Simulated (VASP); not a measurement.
Ti: single point with RPBE

Ti:

```
Ti
1.0
     2.96751    0.00000    0.00000
    -1.48375    2.56994    0.00000
     0.00000    0.00000    4.69525
Ti
2
Direct
  0.33333 0.66667 0.25000
  0.66667 0.33333 0.75000
```

```yaml
Program: VASP 6.6.1
Task: single point
Functional: RPBE
Potentials_or_basis: VASP PAW PBE potentials, release 64 (Ti_sv)
Cutoff: 520 eV
k_mesh: 12 × 12 × 7
Occupations: fermi-dirac, width 0.05 eV
Spin: collinear spin, ferromagnetic start
Starting_moments: "[1.0, 1.0] μB"
```

```
Pressure                                              : -0.3 GPa
Band gap on the k mesh                                : zero (filled and empty bands overlap)
Net moment                                            : 0.00 μB per cell
Valence electrons inside the program's atomic spheres : Ti 10.20
```

Levels at points of the mesh, in eV from the Fermi level:
Spin up:
```tsv
k point	band 10	band 11	band 12	band 13	band 14	band 15
(0.00, 0.00, 0.00)	-2.62	0.66	0.76	0.76	0.87	1.24
(0.50, 0.00, 0.00)	-2.08	-1.77	-0.69	0.48	0.61	1.14
```
Spin down:
| k point | band 9 | band 10 | band 11 | band 12 | band 13 | band 14 | band 15 | band 16 |
| --- | --- | --- | --- | --- | --- | --- | --- | --- |
| (0.00, 0.00, 0.00) | -6.16 | -2.62 | 0.66 | 0.76 | 0.76 | 0.87 | 1.24 | 1.24 |
| (0.50, 0.00, 0.00) | -2.32 | -2.08 | -1.77 | -0.69 | 0.48 | 0.61 | 1.14 | 3.20 |

Run time: 80 s on 1 thread of Intel(R) Xeon(R) Platinum 8375C CPU @ 2.90GHz (Ice Lake), with other jobs on the host, peak memory 0.22 GiB.

Caveat: the PAW data sets were made with another functional, which shifts forces and pressure a little.
